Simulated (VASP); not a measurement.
Set up this calculation in VASP 6.6.1, as the native input.

| Item | Value |
| --- | --- |
| Task | single point |
| Functional | LDA |
| Potentials or basis | VASP PAW LDA potentials, release 64 (Sn_d, O) |
| Cutoff | 520 eV |
| k mesh | 6 × 6 × 8 |
| Occupations | gaussian, width 0.05 eV |
| Spin | no spin polarisation |
| Dipole correction | no |
| Further INCAR settings | ALGO = Normal; EDIFF = 1e-06; NBANDS = 35 |

The structure of SnO2 lies in POSCAR:

```
SnO2
1.0
    4.6504524036      0.0000000000      0.0000000000
    0.0000000000      4.7951101839      0.0000000000
    0.0000000000      0.0000000000      3.1900194031
Sn O
2 4
Direct
    0.5000000000      0.5000000000      0.5000000000
    0.0000000000      0.0000000000      0.0000000000
    0.3055669669      0.3065721211      0.0000000000
    0.8055669669      0.1934278789      0.5000000000
    0.1944330331      0.8065721211      0.5000000000
    0.6944330331      0.6934278789      0.0000000000
```

This cell differs from its parent crystal: strain -0.0150 x Voigt [1, -1, 0, 0, 0, 0].

The input as run:

INCAR

```
  PREC = Accurate
  ENCUT = 520
  EDIFF = 1E-6
  ISMEAR = 0
  SIGMA = 0.05
  LREAL = False
  LASPH = True
  NELM = 60
  ALGO = Normal
  ISIF = 2
  LWAVE = False
  LCHARG = False
  NBANDS = 35
```

KPOINTS

```
Automatic mesh
0
Gamma
  6 6 8
```

Potentials or basis: VASP PAW LDA potentials, release 64 (Sn_d, O).

Launch:

```console
$ cat potpaw_LDA.64/Sn_d/POTCAR potpaw_LDA.64/O/POTCAR > POTCAR
$ mpirun -np 1 vasp_std > vasp.out
```

Results of the run:

| Property | Result |
| --- | --- |
| Pressure | 1.1 GPa |
| Largest force | 0.027 eV/Å |
| Band gap on the k mesh | 1.19 eV |

Caveat: the cell differs from its parent crystal (strain -0.0150 x Voigt [1, -1, 0, 0, 0, 0]); spin-orbit coupling is left out, which moves the levels of the heavy elements.

Wall time 110 s on 1 thread of Intel(R) Xeon(R) Platinum 8488C (Sapphire Rapids), on a shared host, peak memory 0.26 GiB.
